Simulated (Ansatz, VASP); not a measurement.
## One calculation of Mn, two programs

File INCAR:

```
SYSTEM = Mn
AGGAC    = 1.0          
AGGAX    = 1.0          
ALDAC    = 0.0          
ALDAX    = 1.0          
ALGO     = Normal         ! electronic algorithm
EDIFF    = 1E-6           ! SCF threshold, eV
ENCUT    = 680            ! plane-wave cutoff, eV
GGA      = B5             ! functional
GGA_COMPAT= .False.      
ISIF     = 2              ! what is computed and relaxed
ISMEAR   = -1             ! smearing method
LASPH    = .True.         ! aspherical terms in the spheres
LCHARG   = .False.        ! write CHGCAR
LREAL    = .False.        ! projectors in reciprocal space
LWAVE    = .False.        ! write WAVECAR
NBANDS   = 30             ! bands
NELM     = 120            ! most SCF steps
PREC     = Accurate       ! precision mode
SIGMA    = 0.1            ! smearing width, eV
```

File KPOINTS:

```
k-points
0
Gamma
  10 10 14
  0 0 0
```

Contents of POSCAR:

```
Mn
1.0
    3.8390186017      0.0000000000      0.0000000000
   -1.9195093008      3.3246876346      0.0000000000
    0.0000000000      0.0000000000      2.4206764036
Mn
3
Direct
    1.0000000000      0.0000000000      0.0000000000
    0.3333333333      0.6666666667      0.5000000000
    0.6666666667      0.3333333333      0.5000000000
```

Input for Ansatz:

```yaml
crystal:
  lattice:
    - [3.8390186017, 0.0, 0.0]
    - [-1.9195093008, 3.3246876346, 0.0]
    - [0.0, 0.0, 2.4206764036]
  atoms:
    - { symbol: Mn, position: [1.0, 0.0, 0.0] }
    - { symbol: Mn, position: [0.3333333333, 0.6666666667, 0.5] }
    - { symbol: Mn, position: [0.6666666667, 0.3333333333, 0.5] }
hamiltonian:
  xc: blyp
  pseudopotentials:
    kind: paw
    azcp:
      Mn: "pseudopotentials/Mn.paw.azcp"
basis:
  ecutwfc: 420
  fft_grid_basis: typed
kpoints:
  mp_grid: { grid: [10, 10, 14], shift: [0, 0, 0] }
magnetization:
  spin_polarized: false
scf:
  occupations: { method: fermi_dirac, width: 0.1 }
  lower_state_search: "off"
output:
  stress: true
  write_density: true
  write_potential: true
  elf: true
  volumetric_format: npy
```

Alike in both runs: task single point; functional BLYP; k mesh 10 × 10 × 14; occupations fermi-dirac, width 0.1 eV; no spin polarisation.

|  | VASP | Ansatz |
| --- | --- | --- |
| version | VASP 6.6.1 | Ansatz 0.2.0 |
| potentials or method | VASP PAW PBE potentials, release 64 (Mn_sv), cutoff 680 eV | plane waves (420 eV) with PAW, scalar-relativistic |
| valence electrons in the cell | 45 | 45 |

Ansatz gave:

```
pressure (GPa)                                                : 24.6
traceless stress, the component that is largest in VASP (GPa) : -1.36
```

Q: Estimate VASP's values.

A: Pressure (GPa): 23.5; traceless stress, the component that is largest in VASP (GPa): -1.44.

VASP's potentials were made for PBE, not for BLYP. With one functional, cell and mesh, what is left measures potentials, basis and numerics.
